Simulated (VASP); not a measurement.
# Cd2S (P-4m2) in VASP: single point with PBE

Aim: the single point of Cd2S with PBE.

Everything below comes from runs of VASP 6.6.1. Logs are shortened: lines on timing, memory, paths and dates and some standing lists are left out, and cuts for length are marked.

**1. The cell of the first run**

It takes space group P-4m2 (No. 115, tetragonal). The conventional cell has a = 4.142 Å, b = 4.142 Å, c = 9.017 Å, α = 90.00°, β = 90.00°, γ = 90.00°. Within 3.4 Å of Cd (site symmetry 2mm) lie 2 S at 2.61 Å and 5 Cd at 2.79 to 3.24 Å. Cd (site symmetry -4m2) has 4 S at 2.57 Å within 3.4 Å. Cd (site symmetry -4m2) has 12 Cd at 3.24 to 4.14 Å and 4 S at 3.64 Å within 4.3 Å. S (site symmetry 2mm) has 4 Cd at 2.57 to 2.61 Å within 3.4 Å.

**2. Single point, PBE**

File INCAR:

```
SYSTEM = Cd2S
PREC     = Accurate       ! precision mode
ENCUT    = 520            ! plane-wave cutoff, eV
EDIFF    = 1E-6           ! SCF threshold, eV
ISMEAR   = 0              ! smearing method
SIGMA    = 0.2            ! smearing width, eV
LREAL    = .False.        ! projectors in reciprocal space
LASPH    = .True.         ! aspherical terms in the spheres
NELM     = 100            ! most SCF steps
ALGO     = Normal         ! electronic algorithm
ISIF     = 2              ! what is computed and relaxed
LWAVE    = .False.        ! write WAVECAR
LCHARG   = .False.        ! write CHGCAR
GGA      = PE             ! functional
NBANDS   = 39             ! bands
```

File KPOINTS:

```
regular mesh
0
Gamma
  4 4 2
  0 0 0
```

File POSCAR:

```
Cd2S
1.0
    4.1416774401      0.0000000000      0.0000000000
    0.0000000000      4.1416774401      0.0000000000
    0.0000000000      0.0000000000      9.0167469674
Cd S
4 2
Direct
    0.5000000000      0.5000000000      0.3452657860
    0.5000000000      0.5000000000      0.6547342140
    0.0000000000      0.0000000000      0.0000000000
    0.0000000000      0.0000000000      0.5000000000
    0.0000000000      0.5000000000      0.1684525747
    0.5000000000      0.0000000000      0.8315474253
```

Potentials or basis: VASP PAW PBE potentials, release 64 (Cd, S).

Launch:

```
$ cat potpaw_PBE.64/Cd/POTCAR potpaw_PBE.64/S/POTCAR > POTCAR
$ mpirun -np 1 vasp_std > vasp.out
```

OUTCAR:

```text
SYSTEM = Cd2S
   PREC = Accurate
   ENCUT = 520
   EDIFF = 1E-6
   ISMEAR = 0
   LREAL = .False.
   LASPH = .True.
   NELM = 100
   ISIF = 2
   GGA = PE

 ion  position               nearest neighbor table
   1  0.500  0.500  0.345-   5 2.61   5 2.61   2 2.79   4 3.24   4 3.24   4 3.24   4 3.24
   2  0.500  0.500  0.655-   6 2.61   6 2.61   1 2.79   4 3.24   4 3.24   4 3.24   4 3.24
   3  0.000  0.000  0.000-   5 2.57   6 2.57   5 2.57   6 2.57
   4  0.000  0.000  0.500-   1 3.24   2 3.24   1 3.24   2 3.24   1 3.24   2 3.24   1 3.24   2 3.24

   5  0.000  0.500  0.168-   3 2.57   3 2.57   1 2.61   1 2.61
   6  0.500  0.000  0.832-   3 2.57   3 2.57   2 2.61   2 2.61

  LATTYP: Found a simple tetragonal cell.
 ALAT       =     4.1416774401
 C/A-ratio  =     2.1770760997

  Lattice vectors:

 A1 = (   4.1416774401,   0.0000000000,   0.0000000000)
 A2 = (   0.0000000000,   4.1416774401,   0.0000000000)
 A3 = (   0.0000000000,   0.0000000000,   9.0167469674)

Analysis of symmetry for initial positions (statically):
=====================================================================
 Subroutine PRICEL returns:
 Original cell was already a primitive cell.

 Routine SETGRP: Setting up the symmetry group for a
 simple tetragonal supercell.

 Subroutine GETGRP returns: Found  8 space group operations
 (whereof  8 operations were pure point group operations)
 out of a pool of 16 trial point group operations.

The static configuration has the point symmetry D_2d.

Analysis of symmetry for dynamics (positions and initial velocities):
=====================================================================
 Subroutine PRICEL returns:
 Original cell was already a primitive cell.

 Routine SETGRP: Setting up the symmetry group for a
 simple tetragonal supercell.

 Subroutine GETGRP returns: Found  8 space group operations
 (whereof  8 operations were pure point group operations)
 out of a pool of 16 trial point group operations.

The dynamic configuration has the point symmetry D_2d.

 Subroutine INISYM returns: Found  8 space group operations
 (whereof  8 operations are pure point group operations),
 and found     1 'primitive' translations

----------------------------------------------------------------------------------------

                                     Primitive cell

  volume of cell :     154.6687

  direct lattice vectors                    reciprocal lattice vectors
     4.141677440  0.000000000  0.000000000     0.241448064  0.000000000  0.000000000
     0.000000000  4.141677440  0.000000000     0.000000000  0.241448064  0.000000000
     0.000000000  0.000000000  9.016746967     0.000000000  0.000000000  0.110904742

  length of vectors
     4.141677440  4.141677440  9.016746967     0.241448064  0.241448064  0.110904742

  position of ions in fractional coordinates (direct lattice)
     0.500000000  0.500000000  0.345265786
     0.500000000  0.500000000  0.654734214
     0.000000000  0.000000000  0.000000000
     0.000000000  0.000000000  0.500000000
     0.000000000  0.500000000  0.168452575
     0.500000000  0.000000000  0.831547425

  ion indices of the primitive-cell ions
   primitive index   ion index
                 1           1
                 2           2
                 3           3
                 4           4
                 5           5
                 6           6

----------------------------------------------------------------------------------------

 KPOINTS: regular mesh

Automatic generation of k-mesh.
 Grid dimensions read from file:
 generate k-points for:    4    4    2

 Generating k-lattice:

  Cartesian coordinates                     Fractional coordinates (reciprocal lattice)
     0.060362016  0.000000000  0.000000000     0.250000000  0.000000000  0.000000000
     0.000000000  0.060362016  0.000000000     0.000000000  0.250000000  0.000000000
     0.000000000  0.000000000  0.055452371     0.000000000  0.000000000  0.500000000

  Length of vectors
     0.060362016  0.060362016  0.055452371

  Shift w.r.t. Gamma in fractional coordinates (k-lattice)
     0.000000000  0.000000000  0.000000000

 Subroutine IBZKPT returns following result:
 ===========================================

 Found     12 irreducible k-points:

 Following reciprocal coordinates:
            Coordinates               Weight
  0.000000  0.000000  0.000000      1.000000
  0.250000  0.000000  0.000000      4.000000
  0.500000  0.000000  0.000000      2.000000
  0.250000  0.250000  0.000000      4.000000
  0.500000  0.250000  0.000000      4.000000
  0.500000  0.500000  0.000000      1.000000
  0.000000  0.000000  0.500000      1.000000
  0.250000  0.000000  0.500000      4.000000
  0.500000  0.000000  0.500000      2.000000
  0.250000  0.250000  0.500000      4.000000
  0.500000  0.250000  0.500000      4.000000
  0.500000  0.500000  0.500000      1.000000
   k-points           NKPTS =     12   k-points in BZ     NKDIM =     12   number of bands    NBANDS=     39
   number of dos      NEDOS =    301   number of ions     NIONS =      6
   total plane-waves  NPLWV =  71680
   dimension x,y,z NGX =    32 NGY =   32 NGZ =   70
   dimension x,y,z NGXF=    64 NGYF=   64 NGZF=  140
   ions per type =               4   2
   NGX,Y,Z   is equivalent  to a cutoff of  12.84, 12.84, 12.91 a.u.
   NGXF,Y,Z  is equivalent  to a cutoff of  25.69, 25.69, 25.81 a.u.
 SYSTEM =  Cd2S
   PREC   = accura    normal or accurate (medium, high low for compatibility)
   ISTART =      0    job   : 0-new  1-cont  2-samecut
   ICHARG =      2    charge: 1-file 2-atom 10-const
   ISPIN  =      1    spin polarized calculation?
   LNONCOLLINEAR =      F non collinear calculations
   LSORBIT =      F    spin-orbit coupling
   LASPH  =      T    aspherical Exc in radial PAW
   ENCUT  =  520.0 eV  38.22 Ry    6.18 a.u.   7.70  7.70 16.77*2*pi/ulx,y,z
   NELM   =    100;   NELMIN=  2; NELMDL= -5     # of ELM steps
   EDIFF  = 0.1E-05   stopping-criterion for ELM
   LREAL  =      F    real-space projection
[... 7 lines left out ...]
   TEBEG  =    0.0;   TEEND  =   0.0 temperature during run
   PSTRESS=    0.0 pullay stress
   NELECT =      60.0000    total number of electrons
   NUPDOWN=      -1.0000    fix difference up-down
   EMIN   =  10.00;   EMAX   =-10.00  energy-range for DOS
   EFERMI =   0.00;   METHOD = LEGACY
   ISMEAR =     0;   SIGMA  =   0.20  broadening in eV -4-tet -1-fermi 0-gaus
   EFERMI_NEDOS =   21; number of points for ismear=-14 and -15
   IALGO  =     38    algorithm
   IMIX   =      4    mixing-type and parameters
     AMIX     =   0.40;   BMIX     =  1.00
     AMIX_MAG =   1.60;   BMIX_MAG =  1.00
  volume/ion in A,a.u.               =      25.78       173.96
  Fermi-wavevector in a.u.,A,eV,Ry     =   1.193964  2.256264 19.395774  1.425549
  Thomas-Fermi vector in A             =   2.329965
   LORBIT       =      0    0 simple, 1 ext, 2 COOP (PROOUT), +10 PAW based schemes
   GGA     = PE    functional components
   LHFCALC =     F    Hartree Fock is set to
   AEXX    =    0.0000 exact exchange contribution
   IVDW    =     0    specifies the selected vdW correction
   LEPSILON=     F    determine dielectric tensor
   LRPA    =     F    only Hartree local field effects (RPA)
 non-spin polarized calculation
 Gauss-broadening in eV      SIGMA  =   0.20
  energy-cutoff  :      520.00
  volume of cell :      154.67
 maximum number of plane-waves:      4188
 NGX is ok and might be reduce to    32
   NGX = 15   NGY = 15   NGZ = 33

 number of electron      59.9999998 magnetization

 Free energy of the ion-electron system (eV)
  ---------------------------------------------------
  ext. energy  EPLUGINS =         0.00000000
  ---------------------------------------------------
  free energy    TOTEN  =       -12.93488129 eV

  energy without entropy =      -12.91100993  energy(sigma->0) =      -12.92294561

 E-fermi :   2.1763     XC(G=0):  -9.3814

 val. band max:        2.0696736908   @ k =   0.5000   0.5000   0.5000
 cond. band min:       2.2044623798   @ k =   0.2500   0.2500   0.5000
 fundamental gap:      0.1347886890
 Fermi energy:         2.1762721401

 k-point     1 :       0.0000    0.0000    0.0000
  band No.  band energies     occupation
      1     -11.2189      2.00000
      2     -10.9586      2.00000
      3      -7.0103      2.00000
      4      -6.9059      2.00000
      5      -6.8095      2.00000
      6      -6.8095      2.00000
[... 31 lines left out ...]
     38       8.8598      0.00000
     39       8.8616      0.00000

 k-point     2 :       0.2500    0.0000    0.0000
  band No.  band energies     occupation
      1     -11.1075      2.00000
      2     -10.9262      2.00000
      3      -7.0068      2.00000
      4      -6.9130      2.00000
      5      -6.8593      2.00000
      6      -6.7920      2.00000
[... 31 lines left out ...]
     38       7.8699      0.00000
     39       8.5581      0.00000

 k-point     3 :       0.5000    0.0000    0.0000
  band No.  band energies     occupation
      1     -10.9463      2.00000
      2     -10.9413      2.00000
      3      -6.9747      2.00000
      4      -6.9570      2.00000
      5      -6.9055      2.00000
      6      -6.7594      2.00000
[... 31 lines left out ...]
     38       7.8128      0.00000
     39       8.1334      0.00000

 k-point     4 :       0.2500    0.2500    0.0000
  band No.  band energies     occupation
      1     -11.0116      2.00000
      2     -10.8854      2.00000
      3      -6.9979      2.00000
      4      -6.9050      2.00000
      5      -6.8274      2.00000
      6      -6.6999      2.00000
[... 31 lines left out ...]
     38       7.4176      0.00000
     39       8.1627      0.00000
[... 250 lines left out ...]
     38       7.6397      0.00000
     39       8.2978      0.00000

 k-point    11 :       0.5000    0.2500    0.5000
  band No.  band energies     occupation
      1     -10.8805      2.00000
      2     -10.8780      2.00000
      3      -6.9688      2.00000
      4      -6.8673      2.00000
      5      -6.8210      2.00000
      6      -6.7106      2.00000
[... 31 lines left out ...]
     38       7.1963      0.00000
     39       8.6476      0.00000

 k-point    12 :       0.5000    0.5000    0.5000
  band No.  band energies     occupation
      1     -10.8144      2.00000
      2     -10.8144      2.00000
      3      -6.9749      2.00000
      4      -6.7417      2.00000
      5      -6.7417      2.00000
      6      -6.7302      2.00000
[... 31 lines left out ...]
     38       8.8650      0.00000
     39       8.9562      0.00000

------------------------ aborting loop because EDIFF is reached ----------------------------------------

  FORCE on cell =-STRESS in cart. coord.  units (eV):
  Direction    XX          YY          ZZ          XY          YZ          ZX
  --------------------------------------------------------------------------------------
  -------------------------------------------------------------------------------------
  Total        0.2858856      0.2858856      0.2749873      0.0000000      0.0000000      0.0000000
  in kB        2.9614226      2.9614226      2.8485297      0.0000000      0.0000000      0.0000000
  external PRESSURE =       2.9237916 kB  Pullay stress =       0.0000000 kB

 VOLUME and BASIS-vectors are now :
 -----------------------------------------------------------------------------
  energy-cutoff  :      520.00
  volume of cell :      154.67
      direct lattice vectors                 reciprocal lattice vectors
     4.141677440  0.000000000  0.000000000     0.241448064  0.000000000  0.000000000
     0.000000000  4.141677440  0.000000000     0.000000000  0.241448064  0.000000000
     0.000000000  0.000000000  9.016746967     0.000000000  0.000000000  0.110904742

 POSITION                                       TOTAL-FORCE (eV/Angst)
 -----------------------------------------------------------------------------------
      2.07084      2.07084      3.11317         0.000000     -0.000000      0.060895
      2.07084      2.07084      5.90357         0.000000      0.000000     -0.060895
      0.00000      0.00000      0.00000        -0.000000      0.000000     -0.000000
      0.00000      0.00000      4.50837         0.000000      0.000000     -0.000000
      0.00000      2.07084      1.51889         0.000000      0.000000      0.002845
      2.07084      0.00000      7.49785         0.000000      0.000000     -0.002845
 -----------------------------------------------------------------------------------
    total drift:                                0.000000     -0.000000      0.000000

  FREE ENERGIE OF THE ION-ELECTRON SYSTEM (eV)
  ---------------------------------------------------
  free  energy   TOTEN  =       -12.9348812901 eV

  energy  without entropy=      -12.9110099272  energy(sigma->0) =      -12.92294561
```

Wall time 31 s (1 thread of Intel Xeon 6975P-C (Granite Rapids), shared host); peak memory 0.27 GiB.

Results:

```
Free energy            : -12.9349 eV
Pressure               : 0.3 GPa
Largest force          : 0.061 eV/Å
Band gap on the k mesh : zero (bands 30 and 31 overlap by 1.16 eV)
```

Forces in eV/Å, atoms in the order of the input:
```
Cd   0.000  0.000  0.061
Cd   0.000  0.000 -0.061
Cd   0.000  0.000  0.000
Cd   0.000  0.000  0.000
S    0.000  0.000  0.003
S    0.000  0.000 -0.003
```

Caveat: the k points lie up to 0.38 Å⁻¹ apart, too coarse for converged energies and pressures of a metal.

The gap in the log of VASP goes by the Fermi energy; the results here count the filled bands.